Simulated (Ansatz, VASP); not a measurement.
Two plane-wave programs on LaH3

```
La H
1.0
     0.00000    2.73362    2.73362
     2.73362    0.00000    2.73362
     2.73362    2.73362    0.00000
La H
1 3
Cartesian
  0.0000 0.0000 0.0000
  2.7336 2.7336 2.7336
  4.1004 4.1004 4.1004
  1.3668 1.3668 1.3668
```

Alike in both runs: functional LDA; k mesh 6 × 6 × 6; occupations fermi-dirac, width 0.15 eV; no spin polarisation.

Ansatz relaxed the structure, and its values are those at the end. VASP's run is a single point on that final structure, the one shown.

|  | VASP | Ansatz |
| --- | --- | --- |
| version | VASP 6.6.1 | Ansatz 0.2.0 |
| potentials or method | VASP PAW LDA potentials, release 64 (La, H), cutoff 520 eV | plane waves, PAW |
| valence electrons in the cell | 14 | 14 |

Ansatz gave:

```
pressure (GPa) : 0.0
```

Q: Which values does VASP return?

A: Pressure (GPa): -0.1.

LDA's correlation is that of Perdew and Zunger in VASP and of Perdew and Wang (1992) in Ansatz. Ansatz's warnings: force scf threshold loose, stress scf threshold loose.

Neither program's run includes spin-orbit coupling.
